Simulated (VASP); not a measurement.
PbS: single point with r2SCAN-based global hybrid with 35 % exact exchange

PbS:

```
Pb S
1.0
     0.00000    2.96575    2.96575
     2.96575    0.00000    2.96575
     2.96575    2.96575    0.00000
Pb S
1 1
Direct
  0.00000 0.00000 0.00000
  0.50000 0.50000 0.50000
```

| Item | Value |
| --- | --- |
| Program | VASP 6.6.1 |
| Task | single point |
| Functional | r2SCAN-based global hybrid with 35 % exact exchange |
| Potentials or basis | VASP PAW PBE potentials, release 64 (Pb_d, S) |
| Cutoff | 520 eV |
| k mesh | 5 × 5 × 5 |
| Occupations | fermi-dirac, width 0.05 eV |
| Spin | no spin polarisation |

The pressure is 0.4 GPa.

Levels at points of the mesh, in eV from the Fermi level:
| k point | band 8 | band 9 | band 10 | band 11 | band 12 | band 13 |
| --- | --- | --- | --- | --- | --- | --- |
| (0.00, 0.00, 0.00) | -3.57 | -3.57 | -3.57 | 6.83 | 6.83 | 6.83 |

It took 8.7 min on 1 thread of Intel(R) Xeon(R) 6975P-C (Granite Rapids) (shared host), peak memory 0.2 GiB.

Caveat: this odd mesh misses L, so gap, dielectric constants and Born charges aren't listed; the PAW data sets were made with another functional, which shifts forces and pressure a little; spin-orbit coupling is left out, which moves the levels of the heavy elements.
